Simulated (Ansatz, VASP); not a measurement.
## Ga in VASP and in Ansatz

File INCAR:

```
SYSTEM = Ga
PREC     = Accurate       ! precision mode
ENCUT    = 600            ! plane-wave cutoff, eV
EDIFF    = 1E-7           ! SCF threshold, eV
ISMEAR   = -1             ! smearing method
SIGMA    = 0.1            ! smearing width, eV
LREAL    = .FALSE.        ! projectors in reciprocal space
LASPH    = .TRUE.         ! aspherical terms in the spheres
NELM     = 80             ! most SCF steps
ALGO     = Normal         ! electronic algorithm
ISIF     = 3              ! what is computed and relaxed
LWAVE    = .FALSE.        ! write WAVECAR
LCHARG   = .FALSE.        ! write CHGCAR
GGA      = CA             ! functional
IBRION   = 2              ! ionic algorithm
NSW      = 80             ! ionic steps
EDIFFG   = -0.01          ! ionic threshold
```

File KPOINTS:

```
regular mesh
0
G
  8 8 11
  0 0 0
```

POSCAR

```
Ga
1.0
    4.8020307411      0.0000000000      0.0000000000
   -2.4010153706      4.1586806116      0.0000000000
    0.0000000000      0.0000000000      2.9436448443
Ga
3
Direct
    0.0000000000      0.0000000000      0.0000000000
    0.3333333333      0.6666666667      0.5000000000
    0.6666666667      0.3333333333      0.5000000000
```

Input for Ansatz:

```yaml
crystal:
  lattice:
    - [4.8020307411, 0.0, 0.0]
    - [-2.4010153706, 4.1586806116, 0.0]
    - [0.0, 0.0, 2.9436448443]
  atoms:
    - { symbol: Ga, position: [0.0, 0.0, 0.0] }
    - { symbol: Ga, position: [0.3333333333, 0.6666666667, 0.5] }
    - { symbol: Ga, position: [0.6666666667, 0.3333333333, 0.5] }
hamiltonian:
  xc: lda
  pseudopotentials:
    kind: paw
    azcp:
      Ga: "pseudopotentials/Ga.paw.azcp"
basis:
  ecutwfc: 420
  fft_grid_basis: typed
kpoints:
  mp_grid: { grid: [8, 8, 11], shift: [0, 0, 0] }
magnetization:
  spin_polarized: false
scf:
  occupations: { method: fermi_dirac, width: 0.1 }
relax:
  max_steps: 60
  f_tol: 0.01
  cell: {}
output:
  write_density: true
  write_potential: true
  elf: true
  volumetric_format: npy
```

Alike in both runs: task relaxation of cell and atoms; functional LDA; k mesh 8 × 8 × 11; occupations fermi-dirac, width 0.1 eV; no spin polarisation.

|  | VASP | Ansatz |
| --- | --- | --- |
| version | VASP 6.6.1 | Ansatz 0.2.0 |
| potentials or method | VASP PAW LDA potentials, release 64 (Ga_d), cutoff 600 eV | plane waves (420 eV) with PAW, scalar-relativistic |
| valence electrons in the cell | 39 | 39 |

```csv
,VASP,Ansatz,Ansatz less VASP
relaxed volume (Å³/atom),17.48,17.45,-0.021
relaxed cell length with the largest relative difference (Å),4.556,4.552,-0.0047
```

Ansatz warns that its potentials were made for another functional, while VASP's fit it. LDA's correlation is that of Perdew and Zunger in VASP and of Perdew and Wang (1992) in Ansatz.
